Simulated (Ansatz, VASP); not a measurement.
**One calculation of Y, two programs**

```
CELL_PARAMETERS angstrom
3.59712 0.00000 0.00000
-1.79856 3.11520 0.00000
0.00000 0.00000 5.58961
ATOMIC_POSITIONS crystal
Y 0.33333 0.66667 0.25000
Y 0.66667 0.33333 0.75000
```

Alike in both runs: functional PBEsol; k mesh 18 × 18 × 10; occupations gaussian, width 0.1 eV; no spin polarisation.

Ansatz relaxed the structure, and its values are those at the end. VASP's run is a single point on that final structure, the one shown.

```csv
,VASP,Ansatz
version,VASP 6.6.1,Ansatz 0.2.0
potentials or method,"VASP PAW PBE potentials, release 64 (Y_sv), cutoff 520 eV","scalar-relativistic, plane waves, PAW"
valence electrons in the cell,22,22
```

Ansatz gave:

* gap on the k mesh at the Fermi level (eV): none
* pressure (GPa): 0.0

Task: What did VASP give for the same quantities?

Result: gap on the k mesh at the Fermi level (eV): none; pressure (GPa): -0.1.

VASP's potentials were made for PBE, not for PBEsol. A gap of «none» marks a metal or a gap that the smearing closes.
